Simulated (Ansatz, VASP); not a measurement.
One calculation of ScSbSe3, two programs

File INCAR:

```
SYSTEM = ScSbSe3
PREC = Accurate
ENCUT = 600
EDIFF = 1E-7
ISMEAR = 0
SIGMA = 0.1
LREAL = .FALSE.
LASPH = .TRUE.
NELM = 60
ALGO = Fast
ISIF = 3
LWAVE = .FALSE.
LCHARG = .FALSE.
GGA = PE
IBRION = 2
NSW = 90
EDIFFG = -0.04
```

File KPOINTS:

```
regular mesh
0
G
  6 6 4
  0 0 0
```

The input POSCAR:

```
ScSbSe3
1.0
    5.6612413601      0.0000000000      0.0000000000
   -2.8306206801      4.9027788348      0.0000000000
    0.0000000000      0.0000000000      5.7055117390
Sc Sb Se
1 1 3
Direct
    0.0000000000      0.0000000000      0.5000000000
    0.0000000000      0.0000000000      0.0000000000
    0.5000000000      0.0000000000      0.5000000000
    0.0000000000      0.5000000000      0.5000000000
    0.5000000000      0.5000000000      0.5000000000
```

Input for Ansatz:

```yaml
crystal:
  lattice:
    - [5.6612413601, 0.0, 0.0]
    - [-2.8306206801, 4.9027788348, 0.0]
    - [0.0, 0.0, 5.705511739]
  atoms:
    - { symbol: Sc, position: [0.0, 0.0, 0.5] }
    - { symbol: Sb, position: [0.0, 0.0, 0.0] }
    - { symbol: Se, position: [0.5, 0.0, 0.5] }
    - { symbol: Se, position: [0.0, 0.5, 0.5] }
    - { symbol: Se, position: [0.5, 0.5, 0.5] }
basis:
  ecutwfc: 420
kpoints:
  mp_grid: { grid: [6, 6, 4] }
hamiltonian:
  xc: pbe
scf:
  occupations: { method: gaussian, width: 0.1 }
  lower_state_search: "off"
output:
  forces: true
  stress: true
  eigenvalues: true
relax:
  adjacent_minimum: "off"
  f_tol: 0.04
  max_steps: 70
  cell: { stress_tol: 0.4 }
```

Alike in both runs: task relaxation of cell and atoms; functional PBE; k mesh 6 × 6 × 4; occupations gaussian, width 0.1 eV; no spin polarisation.

|  | VASP | Ansatz |
| --- | --- | --- |
| version | VASP 6.6.1 | Ansatz 0.2.0 |
| potentials or method | VASP PAW PBE potentials, release 64 (Sc_sv, Sb, Se), cutoff 600 eV | scalar-relativistic, plane waves, PAW |
| valence electrons in the cell | 34 | 74 |

|  | VASP | Ansatz | Ansatz less VASP |
| --- | --- | --- | --- |
| gap on the k mesh at the Fermi level, each at its own relaxed structure (eV) | none | none | - |
| relaxed volume (Å³/atom) | 31.39 | 31.29 | -0.095 |
| relaxed length of the cell vector where the two differ most in proportion (Å) | 5.638 | 5.630 | -0.0081 |

A gap of «none» marks a metal or a gap that the smearing closes. VASP's potentials hold 34 valence electrons a cell and Ansatz's 74, so a difference there can come from the potentials and not from the codes.

Neither program's run includes spin-orbit coupling.
